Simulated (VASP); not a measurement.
Set up this calculation in VASP 6.6.1, as the native input.

```yaml
Task: single point
Functional: r2SCAN
Potentials_or_basis: VASP PAW PBE potentials, release 64 (Ta_pv, C)
Cutoff: 520 eV
k_mesh: 18 × 18 × 10
Occupations: gaussian, width 0.1 eV
Spin: no spin polarisation
Dipole_correction: no
Further_INCAR_settings: ALGO = Normal; EDIFF = 1e-07; NBANDS = 20
```

The system is Ta2C.

```xyz
3
Lattice="3.1324 0.0000 0.0000 -1.5662 2.7128 0.0000 0.0000 0.0000 4.7940" Properties=species:S:1:pos:R:3 pbc="T T T"
Ta    0.0000    1.8085    1.2206
Ta    1.5662    0.9043    3.5734
C     0.0000    0.0000    0.0000
```

This cell differs from its parent crystal: uniaxial strain along c: -3.0 %, then relaxed in part.

One way to write it, as run:

POSCAR

```
Ta2C
1.0
    3.1324449631      0.0000000000      0.0000000000
   -1.5662224816      2.7127769140      0.0000000000
    0.0000000000      0.0000000000      4.7940299782
Ta C
2 1
Direct
    0.3333333335      0.6666666665      0.2546169696
    0.6666666665      0.3333333335      0.7453830304
    0.0000000000      0.0000000000      0.0000000000
```

INCAR.step1

```
ALGO     = Normal         # electronic algorithm
EDIFF    = 1E-4           # SCF threshold, eV
ENCUT    = 520            # plane-wave cutoff, eV
GGA      = PE             # functional
ISMEAR   = 0              # smearing method
LASPH    = T              # aspherical terms in the spheres
LCHARG   = F              # write CHGCAR
LREAL    = F              # projectors in reciprocal space
LWAVE    = T              # write WAVECAR
NBANDS   = 20             # bands
NELM     = 60             # most SCF steps
PREC     = Accurate       # precision mode
SIGMA    = 0.1            # smearing width, eV
```

INCAR.step2

```
ALGO     = Normal         # electronic algorithm
EDIFF    = 1E-7           # SCF threshold, eV
ENCUT    = 520            # plane-wave cutoff, eV
ISIF     = 2              # what is computed and relaxed
ISMEAR   = 0              # smearing method
ISTART   = 1            
LASPH    = T              # aspherical terms in the spheres
LCHARG   = F              # write CHGCAR
LMIXTAU  = T            
LREAL    = F              # projectors in reciprocal space
LWAVE    = F              # write WAVECAR
METAGGA  = R2SCAN         # meta-GGA
NBANDS   = 20             # bands
NELM     = 60             # most SCF steps
PREC     = Accurate       # precision mode
SIGMA    = 0.1            # smearing width, eV
```

KPOINTS

```
k-points
0
Gamma
  18 18 10
```

Potentials or basis: VASP PAW PBE potentials, release 64 (Ta_pv, C).

Launch:

```bash
$ cat potpaw_PBE.64/Ta_pv/POTCAR potpaw_PBE.64/C/POTCAR > POTCAR
$ cp INCAR.step1 INCAR
$ mpirun -np 1 vasp_std > vasp.out
$ cp INCAR.step2 INCAR
$ mpirun -np 1 vasp_std > vasp.out
```

Results of the run:

```yaml
Pressure: 5.9 GPa
Largest_force: 0.053 eV/Å
Band_gap_on_the_k_mesh: zero (bands 13 and 14 overlap by 0.92 eV)
```

Caveat: the cell differs from its parent crystal (uniaxial strain along c: -3.0 %, then relaxed in part); the stress differs along the axes, from 1 to 16 GPa; the PAW data sets were made with another functional, which shifts forces and pressure a little; spin-orbit coupling is left out, which moves the levels of the heavy elements.

Run time: 28 min on 1 thread of Oxide Virtual Turin-like Processor, on a shared host, peak memory 0.32 GiB.
